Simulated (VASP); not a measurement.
Set up this calculation in VASP 6.6.1, as the native input.

* Task: single point
* Functional: PBE
* Potentials or basis: VASP PAW PBE potentials, release 64 (V_sv, Br)
* Cutoff: 520 eV
* k mesh: 6 × 6 × 4
* Occupations: gaussian, width 0.1 eV
* Spin: no spin polarisation
* Dipole correction: no
* Further INCAR settings: ALGO = Normal; EDIFF = 1e-06; NBANDS = 24

The structure of V2Br lies in POSCAR:

```
V2Br
1.0
    4.3726619035      0.0000000000      0.0000000000
   -2.1863309518      3.7868362906      0.0000000000
    0.0000000000      0.0000000000      2.9347906963
V Br
2 1
Direct
    0.3333333333      0.6666666667      0.5000000000
    0.6666666667      0.3333333333      0.5000000000
    0.0000000000      0.0000000000      0.0000000000
```

One way to write it, as run:

INCAR

```
SYSTEM = V2Br
  PREC = Accurate
  ENCUT = 520
  EDIFF = 1E-6
  ISMEAR = 0
  SIGMA = 0.1
  LREAL = .False.
  LASPH = .True.
  NELM = 80
  ALGO = Normal
  ISIF = 2
  LWAVE = .False.
  LCHARG = .True.
  GGA = PE
  LELF = .True.
  LVHAR = .True.
  NBANDS = 24
```

KPOINTS

```
regular mesh
0
Gamma
  6 6 4
  0 0 0
```

Potentials or basis: VASP PAW PBE potentials, release 64 (V_sv, Br).

The run is started by

```console
$ cat potpaw_PBE.64/V_sv/POTCAR potpaw_PBE.64/Br/POTCAR > POTCAR
$ mpirun -np 1 vasp_std > vasp.out
```

It gave:

```json
{
  "Pressure": "0.1 GPa",
  "Band gap on the k mesh": "zero (an odd number of electrons rules out a gap without spin polarisation)"
}
```

Caveat: the k points lie up to 0.54 Å⁻¹ apart, too coarse for converged energies and pressures of a metal; the run has no spin polarisation, though such a crystal can be magnetic.

It took 26 s on 1 thread of Intel Xeon 8259CL, on a shared host, peak memory 0.18 GiB.
